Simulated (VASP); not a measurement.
# Mo12CO in VASP: single point with PBE+D3(BJ)

Aim: the single point of Mo12CO with PBE+D3(BJ).

Everything below comes from runs of VASP 6.6.1. Logs are shortened: lines on timing, memory, paths and dates and some standing lists are left out, and cuts for length are marked.

## (1) The cell of the first run

The cell holds a slab with vacuum, 14 atoms: a = 5.422 Å, b = 5.422 Å, c = 23.063 Å, α = 90.00°, β = 90.00°, γ = 109.47°.

## (2) Single point, PBE+D3(BJ)

Contents of INCAR:

```
  ALGO = Normal
  DIPOL = 0.5 0.5 0.306
  EDIFF = 1E-6
  ENCUT = 520
  GGA = PE
  IDIPOL = 3
  ISIF = 2
  ISMEAR = 0
  IVDW = 12
  LASPH = True
  LCHARG = False
  LDIPOL = True
  LREAL = False
  LWAVE = False
  NBANDS = 102
  NELM = 80
  PREC = Accurate
  SIGMA = 0.1
```

Contents of KPOINTS:

```
k-points
0
Gamma
  5 5 1
```

Contents of POSCAR:

```
Mo12CO
1.0
    5.4217526921      0.0000000000      0.0000000000
   -1.8072508974      5.1116774593      0.0000000000
    0.0000000000      0.0000000000     23.0631157589
Mo O C
12 1 1
Direct
    0.2500000000      0.2500000000      0.1734371037
    0.2500000000      0.7500000000      0.1734371037
    0.7500000000      0.2500000000      0.1734371037
    0.7500000000      0.7500000000      0.1734371037
    0.0000000000      0.0000000000      0.2669425932
    0.0000000000      0.5000000000      0.2669425932
    0.5000000000      0.0000000000      0.2669425932
    0.5000000000      0.5000000000      0.2669425932
    0.2500000000      0.2500000000      0.3604506800
    0.2500000000      0.7500000000      0.3604506800
    0.7500000000      0.2500000000      0.3604506800
    0.7500000000      0.7500000000      0.3604506800
    0.3333333333      0.4166666667      0.5165440734
    0.3333333333      0.4166666667      0.5664072407
```

Potentials or basis: VASP PAW PBE potentials, release 64 (Mo_sv, O, C).

The run is started by

```bash
$ cat potpaw_PBE.64/Mo_sv/POTCAR potpaw_PBE.64/O/POTCAR potpaw_PBE.64/C/POTCAR > POTCAR
$ mpirun -np 1 vasp_std > vasp.out
```

OUTCAR:

```text
EDIFF = 1E-6
   ENCUT = 520
   GGA = PE
   ISIF = 2
   ISMEAR = 0
   IVDW = 12
   LASPH = True
   LREAL = False
   NELM = 80
   PREC = Accurate
 IVDW          = 12

 ion  position               nearest neighbor table
   1  0.250  0.250  0.173-   5 2.66   8 2.66   2 2.71   2 2.71   3 2.71   3 2.71   7 3.09   6 3.09
                             4 3.13   4 3.13
   2  0.250  0.750  0.173-   6 2.66   7 2.66   1 2.71   1 2.71   4 2.71   4 2.71   5 3.09   8 3.09
                             3 3.13   3 3.13
   3  0.750  0.250  0.173-   6 2.66   7 2.66   4 2.71   4 2.71   1 2.71   1 2.71   5 3.09   8 3.09
                             2 3.13   2 3.13
   4  0.750  0.750  0.173-   5 2.66   8 2.66   3 2.71   3 2.71   2 2.71   2 2.71   7 3.09   6 3.09
                             1 3.13   1 3.13
   5  0.000  0.000  0.267-   1 2.66   4 2.66   9 2.66  12 2.66   6 2.71   6 2.71   7 2.71   7 2.71
                             3 3.09   2 3.09  11 3.09  10 3.09   8 3.13   8 3.13
   6  0.000  0.500  0.267-   2 2.66   3 2.66  10 2.66  11 2.66   5 2.71   5 2.71   8 2.71   8 2.71
                             1 3.09   4 3.09   9 3.09  12 3.09   7 3.13   7 3.13
   7  0.500  0.000  0.267-   2 2.66   3 2.66  10 2.66  11 2.66   8 2.71   8 2.71   5 2.71   5 2.71
                             1 3.09   4 3.09   9 3.09  12 3.09   6 3.13   6 3.13
   8  0.500  0.500  0.267-   1 2.66   4 2.66   9 2.66  12 2.66   7 2.71   7 2.71   6 2.71   6 2.71
                             3 3.09   2 3.09  11 3.09  10 3.09   5 3.13   5 3.13
   9  0.250  0.250  0.360-   5 2.66   8 2.66  10 2.71  10 2.71  11 2.71  11 2.71   7 3.09   6 3.09
                            12 3.13  12 3.13
  10  0.250  0.750  0.360-   6 2.66   7 2.66   9 2.71   9 2.71  12 2.71  12 2.71   5 3.09   8 3.09
                            11 3.13  11 3.13
  11  0.750  0.250  0.360-   6 2.66   7 2.66  12 2.71  12 2.71   9 2.71   9 2.71   5 3.09   8 3.09
                            10 3.13  10 3.13
  12  0.750  0.750  0.360-   5 2.66   8 2.66  11 2.71  11 2.71  10 2.71  10 2.71   7 3.09   6 3.09
                             9 3.13   9 3.13
  13  0.333  0.417  0.517-  14 1.15
  14  0.333  0.417  0.566-  13 1.15

  LATTYP: Found a base centered orthorhombic cell.
 ALAT       =     6.2605007525
 B/A-ratio  =     1.4142135624
 C/A-ratio  =     3.6839091106

  Lattice vectors:

 A1 = (   5.4217526921,   0.0000000000,   0.0000000000)
 A2 = (  -1.8072508974,   5.1116774593,   0.0000000000)
 A3 = (   0.0000000000,   0.0000000000,  23.0631157589)

Analysis of symmetry for initial positions (statically):
=====================================================================
 Subroutine PRICEL returns:
 Original cell was already a primitive cell.

 Routine SETGRP: Setting up the symmetry group for a
 base centered orthorhombic supercell.

 Subroutine GETGRP returns: Found  1 space group operations
 (whereof  1 operations were pure point group operations)
 out of a pool of  8 trial point group operations.
[... 156 lines left out ...]
   LEPSILON=     F    determine dielectric tensor
   LRPA    =     F    only Hartree local field effects (RPA)
 non-spin polarized calculation
 Gauss-broadening in eV      SIGMA  =   0.10
  energy-cutoff  :      520.00
  volume of cell :      639.18
 maximum number of plane-waves:     17274
   NGX = 21   NGY = 21   NGZ = 85

 dipolmoment           0.000000      0.000000     -0.001462 electrons x Angstroem

 number of electron     177.9999982 magnetization

 dipolmoment           0.000000      0.000000      0.005056 electrons x Angstroem

 Free energy of the ion-electron system (eV)
  ---------------------------------------------------
  ext. energy  EPLUGINS =         0.00000000
  ---------------------------------------------------
  free energy    TOTEN  =      -136.00864497 eV

  energy without entropy =     -135.96000875  energy(sigma->0) =     -135.98432686

 E-fermi :   0.6860     XC(G=0):  -5.3335

 val. band max:        0.6838436942   @ k =   0.4000   0.2000   0.0000
 cond. band min:       0.7385651995   @ k =  -0.2000   0.2000   0.0000
 fundamental gap:      0.0547215052
 Fermi energy:         0.6860238795

 k-point     1 :       0.0000    0.0000    0.0000
  band No.  band energies     occupation
      1     -60.5519      2.00000
      2     -60.3571      2.00000
      3     -60.3565      2.00000
      4     -60.2839      2.00000
      5     -60.2573      2.00000
      6     -60.2056      2.00000
[... 1341 lines left out ...]
    100       1.6071      0.00000
    101       1.6561      0.00000
 [bands above 101 left out]

------------------------ aborting loop because EDIFF is reached ----------------------------------------

 vacuum level on the upper side and lower side of the slab       (xc-potential included)         0.009        -0.023

 Edisp (eV)   -5.86198

 E8    (eV) :    -2.8672

  FORCE on cell =-STRESS in cart. coord.  units (eV):
  Direction    XX          YY          ZZ          XY          YZ          ZX
  --------------------------------------------------------------------------------------
  -------------------------------------------------------------------------------------
  Total     -11.62936   -10.51279    -0.45997     1.60510    -0.03306    -0.01158
  in kB     -29.15045   -26.35163    -1.15296     4.02338    -0.08288    -0.02902
  external pressure =      -18.89 kB  Pullay stress =        0.00 kB

 VOLUME and BASIS-vectors are now :
 -----------------------------------------------------------------------------
  energy-cutoff  :      520.00
  volume of cell :      639.18
      direct lattice vectors                 reciprocal lattice vectors
     5.421752692  0.000000000  0.000000000     0.184442201  0.065210166  0.000000000
    -1.807250897  5.111677459  0.000000000     0.000000000  0.195630497  0.000000000
     0.000000000  0.000000000 23.063115759     0.000000000  0.000000000  0.043359276

 POSITION                                       TOTAL-FORCE (eV/Angst)
 -----------------------------------------------------------------------------------
      0.90363      1.27792      4.00000         0.000555      0.006363     -0.032291
     -0.00000      3.83376      4.00000         0.004028     -0.004482     -0.037542
      3.61450      1.27792      4.00000         0.000427      0.001599     -0.037313
      2.71088      3.83376      4.00000        -0.005176     -0.004333     -0.034810
      0.00000      0.00000      6.15653        -0.000771     -0.004611      0.032596
     -0.90363      2.55584      6.15653        -0.001396     -0.001001     -0.000149
      2.71088      0.00000      6.15653        -0.002073      0.002623      0.011259
      1.80725      2.55584      6.15653         0.002872      0.002761     -0.004488
      0.90363      1.27792      8.31312         0.006316      0.005755      0.062627
     -0.00000      3.83376      8.31312        -0.002476      0.007019      0.013339
      3.61450      1.27792      8.31312        -0.000377     -0.001165      0.010690
      2.71088      3.83376      8.31312         0.002488      0.001175      0.022160
      1.05423      2.12987     11.91312        -0.005801     -0.015489      0.702848
      1.05423      2.12987     13.06312         0.001384      0.003787     -0.708929
 -----------------------------------------------------------------------------------
    total drift:                                0.000168     -0.000114     -0.000887

  FREE ENERGIE OF THE ION-ELECTRON SYSTEM (eV)
  ---------------------------------------------------
  free  energy   TOTEN  =      -141.8706260555 eV

  energy  without entropy=     -141.8219898365  energy(sigma->0) =     -141.84630795

 vacuum level on the upper side and lower side of the slab         5.477         5.444
```

OSZICAR:

```text
N       E                     dE             d eps       ncg     rms          rms(c)
DAV:   1     0.186631715508E+04    0.18663E+04   -0.11125E+05  3508   0.156E+03
DAV:   2    -0.542698156006E+02   -0.19206E+04   -0.18829E+04  3036   0.453E+02
DAV:   3    -0.142416601962E+03   -0.88147E+02   -0.85565E+02  3572   0.800E+01
[... 23 lines left out ...]
DAV:  27    -0.136008635084E+03   -0.84991E-05   -0.15849E-06  2072   0.498E-03    0.351E-03
DAV:  28    -0.136008641217E+03   -0.61329E-05   -0.93949E-07  1912   0.302E-03    0.242E-03
DAV:  29    -0.136008643486E+03   -0.22686E-05   -0.30036E-07  1736   0.162E-03    0.150E-03
DAV:  30    -0.136008644953E+03   -0.14673E-05   -0.27926E-07  1696   0.142E-03    0.584E-04
DAV:  31    -0.136008644969E+03   -0.15356E-07   -0.14384E-07  1648   0.921E-04
   1 F= -.14187063E+03 E0= -.14184631E+03  d E =-.486362E-01
```

stdout:

```text
POSCAR found type information on POSCAR MoO C
 POSCAR found :  3 types and      14 ions
 scaLAPACK will be used
 LDA part: xc-table for (Slater+PW92), standard interpolation
 POSCAR, INCAR and KPOINTS ok, starting setup
 FFT: planning ... GRIDC
 FFT: planning ... GRID_SOFT
 FFT: planning ... GRID
 WAVECAR not read
 entering main loop
```

Wall time 29 min (1 thread of Intel Xeon 6975P-C (Granite Rapids), shared host); peak memory 0.96 GiB.

Results:

```yaml
Free_energy: -141.8706 eV
Largest_force: 0.709 eV/Å
Band_gap_on_the_k_mesh: zero (bands 89 and 90 overlap by 1.82 eV)
Dispersion_energy_per_atom: -0.419 eV
```

Forces on the atoms (eV/Å):
```
Mo   0.001  0.006 -0.032
Mo   0.004 -0.004 -0.038
Mo   0.000  0.002 -0.037
Mo  -0.005 -0.004 -0.035
Mo  -0.001 -0.005  0.033
Mo  -0.001 -0.001  0.000
Mo  -0.002  0.003  0.011
Mo   0.003  0.003 -0.004
Mo   0.006  0.006  0.063
Mo  -0.002  0.007  0.013
Mo   0.000 -0.001  0.011
Mo   0.002  0.001  0.022
O   -0.006 -0.015  0.703
C    0.001  0.004 -0.709
```

Levels at points of the mesh, in eV from the Fermi level:
| k point | band 85 | band 86 | band 87 | band 88 | band 89 | band 90 | band 91 | band 92 | band 93 | band 94 |
| --- | --- | --- | --- | --- | --- | --- | --- | --- | --- | --- |
| (0.00, 0.00, 0.00) | 0.26 | 0.30 | 0.31 | 0.83 | 1.30 | 1.32 | 1.32 | 1.33 | 1.36 | 1.55 |

The gap in the log of VASP goes by the Fermi energy; the results here count the filled bands.